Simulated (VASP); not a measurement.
# Ge (P6_3/mmc) in VASP: single point with PBEsol

Aim: the single point of Ge with PBEsol.

Program: VASP 6.6.1. These are calculated values, not measurements. Logs are shortened: lines on timing, memory, paths and dates and some standing lists are left out, and cuts for length are marked.

## (1) The cell of the first run

Symmetry: P6_3/mmc, No. 194, hexagonal system. The conventional cell has a = 2.325 Å, b = 2.325 Å, c = 3.807 Å, α = 90.00°, β = 90.00°, γ = 120.00°. Within 3.1 Å of Ge (site symmetry -6m2) lie 12 Ge at 2.32 to 2.33 Å.

## (2) Single point, PBEsol

The input, INCAR:

```
PREC     = Accurate       # precision mode
ENCUT    = 520            # plane-wave cutoff, eV
EDIFF    = 1E-6           # SCF threshold, eV
ISMEAR   = -1             # smearing method
SIGMA    = 0.05           # smearing width, eV
LREAL    = F              # projectors in reciprocal space
LASPH    = T              # aspherical terms in the spheres
NELM     = 80             # most SCF steps
ALGO     = Normal         # electronic algorithm
ISIF     = 2              # what is computed and relaxed
LWAVE    = F              # write WAVECAR
LCHARG   = F              # write CHGCAR
GGA      = PS             # functional
NBANDS   = 21             # bands
```

The input, KPOINTS:

```
regular mesh
0
Gamma
  19 19 10
```

The input, POSCAR:

```
Ge
1.0
    2.3249647902      0.0000000000      0.0000000000
   -1.1624823951      2.0134785712      0.0000000000
    0.0000000000      0.0000000000      3.8071636173
Ge
2
Direct
    0.3333333333      0.6666666667      0.2500000000
    0.6666666667      0.3333333333      0.7500000000
```

Potentials or basis: VASP PAW PBE potentials, release 64 (Ge_d).

Run with:

```sh
$ cat potpaw_PBE.64/Ge_d/POTCAR > POTCAR
$ mpirun -np 1 vasp_std > vasp.out
```

OUTCAR:

```text
PREC = Accurate
   ENCUT = 520
   EDIFF = 1E-6
   ISMEAR = -1
   LREAL = F
   LASPH = T
   NELM = 80
   ISIF = 2
   GGA = PS

 ion  position               nearest neighbor table
   1  0.333  0.667  0.250-   2 2.33   2 2.33   2 2.33   2 2.33   2 2.33   2 2.33
   2  0.667  0.333  0.750-   1 2.33   1 2.33   1 2.33   1 2.33   1 2.33   1 2.33

  LATTYP: Found a hexagonal cell.
 ALAT       =     2.3249647902
 C/A-ratio  =     1.6375145264

  Lattice vectors:

 A1 = (   2.3249647902,   0.0000000000,   0.0000000000)
 A2 = (  -1.1624823951,   2.0134785712,   0.0000000000)
 A3 = (   0.0000000000,   0.0000000000,   3.8071636173)

Analysis of symmetry for initial positions (statically):
=====================================================================
 Subroutine PRICEL returns:
 Original cell was already a primitive cell.

 Routine SETGRP: Setting up the symmetry group for a
 hexagonal supercell.

 Subroutine GETGRP returns: Found 24 space group operations
 (whereof 12 operations were pure point group operations)
 out of a pool of 24 trial point group operations.

The static configuration has the point symmetry D_3d.
 The point group associated with its full space group is D_6h.

Analysis of symmetry for dynamics (positions and initial velocities):
=====================================================================
 Subroutine PRICEL returns:
 Original cell was already a primitive cell.

 Routine SETGRP: Setting up the symmetry group for a
 hexagonal supercell.

 Subroutine GETGRP returns: Found 24 space group operations
 (whereof 12 operations were pure point group operations)
 out of a pool of 24 trial point group operations.

The dynamic configuration has the point symmetry D_3d.
 The point group associated with its full space group is D_6h.

 Subroutine INISYM returns: Found 24 space group operations
 (whereof 12 operations are pure point group operations),
 and found     1 'primitive' translations

----------------------------------------------------------------------------------------

                                     Primitive cell

  volume of cell :      17.8223

  direct lattice vectors                    reciprocal lattice vectors
     2.324964790  0.000000000  0.000000000     0.430114041  0.248326457  0.000000000
    -1.162482395  2.013478571  0.000000000     0.000000000  0.496652914  0.000000000
     0.000000000  0.000000000  3.807163617     0.000000000  0.000000000  0.262662733

  length of vectors
     2.324964790  2.324964790  3.807163617     0.496652914  0.496652914  0.262662733

  position of ions in fractional coordinates (direct lattice)
     0.333333333  0.666666667  0.250000000
     0.666666667  0.333333333  0.750000000

  ion indices of the primitive-cell ions
   primitive index   ion index
                 1           1
                 2           2

----------------------------------------------------------------------------------------

 KPOINTS: regular mesh

Automatic generation of k-mesh.
 Grid dimensions read from file:
 generate k-points for:   19   19   10

 Generating k-lattice:

  Cartesian coordinates                     Fractional coordinates (reciprocal lattice)
     0.022637581  0.013069814  0.000000000     0.052631579  0.000000000  0.000000000
     0.000000000  0.026139627  0.000000000     0.000000000  0.052631579  0.000000000
     0.000000000  0.000000000  0.026266273     0.000000000  0.000000000  0.100000000

  Length of vectors
     0.026139627  0.026139627  0.026266273

  Shift w.r.t. Gamma in fractional coordinates (k-lattice)
     0.000000000  0.000000000  0.000000000

 Subroutine IBZKPT returns following result:
 ===========================================

 Found    240 irreducible k-points:

 Following reciprocal coordinates:
            Coordinates               Weight
  0.000000  0.000000  0.000000      1.000000
  0.052632  0.000000  0.000000      6.000000
  0.105263  0.000000  0.000000      6.000000
  0.157895  0.000000  0.000000      6.000000
  0.210526  0.000000  0.000000      6.000000
  0.263158  0.000000  0.000000      6.000000
[... 16 lines left out ...]
  0.263158  0.105263  0.000000     12.000000
  0.315789  0.105263  0.000000     12.000000
 [... further k-points ...]
   k-points           NKPTS =    240   k-points in BZ     NKDIM =    240   number of bands    NBANDS=     21
   number of dos      NEDOS =    301   number of ions     NIONS =      2
   total plane-waves  NPLWV =   9072
   dimension x,y,z NGX =    18 NGY =   18 NGZ =   28
   dimension x,y,z NGXF=    36 NGYF=   36 NGZF=   56
   ions per type =               2
   NGX,Y,Z   is equivalent  to a cutoff of  12.87, 12.87, 12.23 a.u.
   NGXF,Y,Z  is equivalent  to a cutoff of  25.74, 25.74, 24.45 a.u.
 SYSTEM =  unknown system
   PREC   = accura    normal or accurate (medium, high low for compatibility)
   ISTART =      0    job   : 0-new  1-cont  2-samecut
   ICHARG =      2    charge: 1-file 2-atom 10-const
   ISPIN  =      1    spin polarized calculation?
   LNONCOLLINEAR =      F non collinear calculations
   LSORBIT =      F    spin-orbit coupling
   LASPH  =      T    aspherical Exc in radial PAW
   ENCUT  =  520.0 eV  38.22 Ry    6.18 a.u.   4.32  4.32  7.08*2*pi/ulx,y,z
   NELM   =     80;   NELMIN=  2; NELMDL= -5     # of ELM steps
   EDIFF  = 0.1E-05   stopping-criterion for ELM
   LREAL  =      F    real-space projection
   EDIFFG = 0.1E-04   stopping-criterion for IOM
   NSW    =      0    number of steps for IOM
   IBRION =     -1    ionic relax: 0-MD 1-quasi-New 2-CG
   NFREE  =      0    steps in history (QN), initial steepest desc. (CG)
   ISIF   =      2    stress and relaxation
   ISYM   =      2    0-nonsym 1-usesym 2-fastsym
   POTIM  = 0.5000    time-step for ionic-motion
   TEBEG  =    0.0;   TEEND  =   0.0 temperature during run
   PSTRESS=    0.0 pullay stress
   NELECT =      28.0000    total number of electrons
   NUPDOWN=      -1.0000    fix difference up-down
   EMIN   =  10.00;   EMAX   =-10.00  energy-range for DOS
   EFERMI =   0.00;   METHOD = LEGACY
   ISMEAR =    -1;   SIGMA  =   0.05  broadening in eV -4-tet -1-fermi 0-gaus
   EFERMI_NEDOS =   21; number of points for ismear=-14 and -15
   IALGO  =     38    algorithm
   IMIX   =      4    mixing-type and parameters
     AMIX     =   0.40;   BMIX     =  1.00
     AMIX_MAG =   1.60;   BMIX_MAG =  1.00
  volume/ion in A,a.u.               =       8.91        60.14
  Fermi-wavevector in a.u.,A,eV,Ry     =   1.903148  3.596428 49.279918  3.621972
  Thomas-Fermi vector in A             =   2.941644
   LORBIT       =      0    0 simple, 1 ext, 2 COOP (PROOUT), +10 PAW based schemes
   GGA     = PS    functional components
   LHFCALC =     F    Hartree Fock is set to
   AEXX    =    0.0000 exact exchange contribution
   IVDW    =     0    specifies the selected vdW correction
   LEPSILON=     F    determine dielectric tensor
   LRPA    =     F    only Hartree local field effects (RPA)
 non-spin polarized calculation
  energy-cutoff  :      520.00
  volume of cell :       17.82
 maximum number of plane-waves:       500
 NGX is ok and might be reduce to    18
   NGX =  9   NGY =  9   NGZ = 15

 number of electron      27.9999968 magnetization

 Free energy of the ion-electron system (eV)
  ---------------------------------------------------
  ext. energy  EPLUGINS =         0.00000000
  ---------------------------------------------------
  free energy    TOTEN  =        -1.09741224 eV

  energy without entropy =       -1.09326457  energy(sigma->0) =       -1.09533841

 E-fermi :  18.5739     XC(G=0): -15.8401

 val. band max:       18.5542367916   @ k =   0.2632   0.0526   0.5000
 cond. band min:      18.6019514960   @ k =   0.3684   0.1579   0.4000
 fundamental gap:      0.0477147044
 Fermi energy:        18.5739474117

 k-point     1 :       0.0000    0.0000    0.0000
  band No.  band energies     occupation
      1      -8.2424      2.00000
      2      -7.8845      2.00000
      3      -7.8275      2.00000
      4      -7.8275      2.00000
      5      -7.7465      2.00000
      6      -7.7465      2.00000
[... 13 lines left out ...]
     20      36.4790      0.00000
     21      39.9917      0.00000

 k-point     2 :       0.0526    0.0000    0.0000
  band No.  band energies     occupation
      1      -8.2276      2.00000
      2      -7.8981      2.00000
      3      -7.8112      2.00000
      4      -7.8090      2.00000
      5      -7.7492      2.00000
      6      -7.7296      2.00000
[... 13 lines left out ...]
     20      37.3372      0.00000
     21      39.5868      0.00000

 k-point     3 :       0.1053    0.0000    0.0000
  band No.  band energies     occupation
      1      -8.1919      2.00000
      2      -7.9247      2.00000
      3      -7.7822      2.00000
      4      -7.7553      2.00000
      5      -7.7465      2.00000
      6      -7.6804      2.00000
[... 13 lines left out ...]
     20      37.3778      0.00000
     21      38.0125      0.00000

 k-point     4 :       0.1579    0.0000    0.0000
  band No.  band energies     occupation
      1      -8.1677      2.00000
      2      -7.9363      2.00000
      3      -7.7927      2.00000
      4      -7.7093      2.00000
      5      -7.6917      2.00000
      6      -7.6717      2.00000
[... 13 lines left out ...]
     20      37.5740      0.00000
     21      38.5553      0.00000

 k-point     5 :       0.2105    0.0000    0.0000
  band No.  band energies     occupation
      1      -8.1919      2.00000
      2      -7.9225      2.00000
      3      -7.8005      2.00000
      4      -7.7991      2.00000
      5      -7.7056      2.00000
      6      -7.6113      2.00000
[... 13 lines left out ...]
     20      37.2324      0.00000
     21      38.3173      0.00000

 k-point     6 :       0.2632    0.0000    0.0000
  band No.  band energies     occupation
      1      -8.2506      2.00000
      2      -7.9408      2.00000
      3      -7.9063      2.00000
      4      -7.7567      2.00000
      5      -7.7480      2.00000
      6      -7.5186      2.00000
[... 13 lines left out ...]
     20      36.1242      0.00000
     21      37.9289      0.00000

 k-point     7 :       0.3158    0.0000    0.0000
  band No.  band energies     occupation
      1      -8.3176      2.00000
      2      -8.0154      2.00000
      3      -7.9857      2.00000
      4      -7.7873      2.00000
      5      -7.6896      2.00000
      6      -7.5388      2.00000
[... 13 lines left out ...]
     20      35.2307      0.00000
     21      37.3048      0.00000
[... 291 lines left out ...]
      1      -8.1284      2.00000
      2      -7.9868      2.00000
      3      -7.7534      2.00000
      4      -7.7257      2.00000
      5      -7.7091      2.00000
      6      -7.7042      2.00000
[... 13 lines left out ...]
     20      34.5309      0.00000
     21      36.6912      0.00000

 k-point    21 :       0.1579    0.1053    0.0000
  band No.  band energies     occupation
      1      -8.1258      2.00000
      2      -7.9981      2.00000
      3      -7.8152      2.00000
      4      -7.7515      2.00000
      5      -7.7490      2.00000
      6      -7.6408      2.00000
[... 13 lines left out ...]
     20      34.2666      0.00000
     21      38.2136      0.00000

 k-point    22 :       0.2105    0.1053    0.0000
  band No.  band energies     occupation
      1      -8.1779      2.00000
      2      -7.9737      2.00000
      3      -7.9220      2.00000
      4      -7.7844      2.00000
      5      -7.7411      2.00000
      6      -7.5579      2.00000
[... 13 lines left out ...]
     20      33.6109      0.00000
     21      39.7336      0.00000

 k-point    23 :       0.2632    0.1053    0.0000
  band No.  band energies     occupation
      1      -8.2423      2.00000
      2      -8.0280      2.00000
      3      -7.9692      2.00000
      4      -7.8135      2.00000
      5      -7.7013      2.00000
      6      -7.5370      2.00000
[... 13 lines left out ...]
     20      33.0047      0.00000
     21      40.9506      0.00000

 k-point    24 :       0.3158    0.1053    0.0000
  band No.  band energies     occupation
      1      -8.3003      2.00000
      2      -8.1189      2.00000
      3      -7.9866      2.00000
      4      -7.8346      2.00000
      5      -7.6451      2.00000
      6      -7.5830      2.00000
[... 13 lines left out ...]
     20      32.5320      0.00000
     21      41.3817      0.00000

 [... further k-points ...]
[... 5 lines left out ...]
  --------------------------------------------------------------------------------------
  -------------------------------------------------------------------------------------
  Total       30.1829803     30.1829803     30.1720663      0.0000000      0.0000000      0.0000000
  in kB     2713.3621894   2713.3621894   2712.3810498      0.0000000      0.0000000      0.0000000
  external PRESSURE =    2713.0351429 kB  Pullay stress =       0.0000000 kB

 VOLUME and BASIS-vectors are now :
 -----------------------------------------------------------------------------
  energy-cutoff  :      520.00
  volume of cell :       17.82
      direct lattice vectors                 reciprocal lattice vectors
     2.324964790  0.000000000  0.000000000     0.430114041  0.248326457  0.000000000
    -1.162482395  2.013478571  0.000000000     0.000000000  0.496652914  0.000000000
     0.000000000  0.000000000  3.807163617     0.000000000  0.000000000  0.262662733

 POSITION                                       TOTAL-FORCE (eV/Angst)
 -----------------------------------------------------------------------------------
     -0.00000      1.34232      0.95179        -0.000000      0.000000     -0.000000
      1.16248      0.67116      2.85537         0.000000     -0.000000      0.000000
 -----------------------------------------------------------------------------------
    total drift:                               -0.000000      0.000000     -0.000000

  FREE ENERGIE OF THE ION-ELECTRON SYSTEM (eV)
  ---------------------------------------------------
  free  energy   TOTEN  =        -1.0974122445 eV

  energy  without entropy=       -1.0932645669  energy(sigma->0) =       -1.09533841
```

Run time: 34 s. Hardware: 1 thread of AMD EPYC 9R45 (Zen 5), shared host; peak memory 0.15 GiB.

Results:

```
Free energy            : -1.0974 eV
Pressure               : 271.3 GPa
Band gap on the k mesh : zero (band 14 reaches 31.90 eV, above the bottom of band 15 at 13.50 eV)
```

Stress tensor (GPa, compression positive):
```
271.34   0.00   0.00
  0.00 271.34   0.00
  0.00   0.00 271.24
```

Levels at points of the mesh, in eV from the Fermi level:
```csv
k point,band 10,band 11,band 12,band 13,band 14,band 15,band 16,band 17,band 18,band 19
"(0.00, 0.00, 0.00)",-25.75,-22.57,-12.25,-10.45,13.22,13.22,15.69,15.69,15.75,17.75
"(0.00, 0.00, 0.50)",-25.89,-19.79,-19.79,1.99,1.99,15.65,15.65,15.65,15.65,16.68
```

Caveat: the PAW data sets were made with another functional, which shifts forces and pressure a little.
